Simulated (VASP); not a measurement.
Set up this calculation in VASP 6.6.1, as the native input.

| Item | Value |
| --- | --- |
| Task | single point |
| Functional | r2SCAN |
| Potentials or basis | VASP PAW PBE potentials, release 64 (W_sv, S) |
| Cutoff | 520 eV |
| k mesh | 12 × 12 × 4 |
| Occupations | gaussian, width 0.01 eV |
| Spin | no spin polarisation |
| Dipole correction | no |
| Further INCAR settings | ALGO = Normal; EDIFF = 1e-07; NBANDS = 35 |

WS2:

```
W S
1.0
     3.18161    0.00000    0.00000
    -1.59080    2.75535    0.00000
     0.00000    0.00000   13.07053
W S
2 4
Cartesian
  0.0000 1.8369 3.2676
  1.5908 0.9185 9.8029
  0.0000 1.8369 8.2434
  1.5908 0.9185 1.7081
  0.0000 1.8369 11.3624
  1.5908 0.9185 4.8271
```

One way to write it, as run:

POSCAR

```
WS2
1.0
    3.1816089396      0.0000000000      0.0000000000
   -1.5908044698      2.7553541665      0.0000000000
    0.0000000000      0.0000000000     13.0705281003
W S
2 4
Direct
    0.3333333333      0.6666666667      0.2500000000
    0.6666666667      0.3333333333      0.7500000000
    0.3333333333      0.6666666667      0.6306862809
    0.6666666667      0.3333333333      0.1306862809
    0.3333333333      0.6666666667      0.8693137191
    0.6666666667      0.3333333333      0.3693137191
```

INCAR.step1

```
PREC     = Accurate       # precision mode
ENCUT    = 520            # plane-wave cutoff, eV
ISMEAR   = 0              # smearing method
SIGMA    = 0.01           # smearing width, eV
LREAL    = F              # projectors in reciprocal space
LASPH    = T              # aspherical terms in the spheres
NELM     = 60             # most SCF steps
NBANDS   = 35             # bands
GGA      = PE             # functional
ALGO     = Normal         # electronic algorithm
EDIFF    = 1E-4           # SCF threshold, eV
LWAVE    = T              # write WAVECAR
LCHARG   = F              # write CHGCAR
```

INCAR.step2

```
PREC     = Accurate       # precision mode
ENCUT    = 520            # plane-wave cutoff, eV
EDIFF    = 1E-7           # SCF threshold, eV
ISMEAR   = 0              # smearing method
SIGMA    = 0.01           # smearing width, eV
LREAL    = F              # projectors in reciprocal space
LASPH    = T              # aspherical terms in the spheres
NELM     = 60             # most SCF steps
ALGO     = Normal         # electronic algorithm
ISIF     = 2              # what is computed and relaxed
LWAVE    = F              # write WAVECAR
LCHARG   = F              # write CHGCAR
METAGGA  = R2SCAN         # meta-GGA
LMIXTAU  = T            
NBANDS   = 35             # bands
ISTART   = 1
```

KPOINTS

```
Automatic mesh
0
Gamma
  12 12 4
```

Potentials or basis: VASP PAW PBE potentials, release 64 (W_sv, S).

Command:

```sh
$ cat potpaw_PBE.64/W_sv/POTCAR potpaw_PBE.64/S/POTCAR > POTCAR
$ cp INCAR.step1 INCAR
$ mpirun -np 1 vasp_std > vasp.out
$ cp INCAR.step2 INCAR
$ mpirun -np 1 vasp_std > vasp.out
```

It gave:

* Pressure: 0.2 GPa
* Largest force: 0.021 eV/Å
* Band gap on the k mesh: 1.38 eV (least direct gap 1.88 eV)

Caveat: the PAW data sets were made with another functional, which shifts forces and pressure a little; spin-orbit coupling is left out, which moves the levels of the heavy elements.

Run time: 12 min on 1 thread of Intel Xeon 8259CL, with other jobs on the host, peak memory 0.36 GiB.
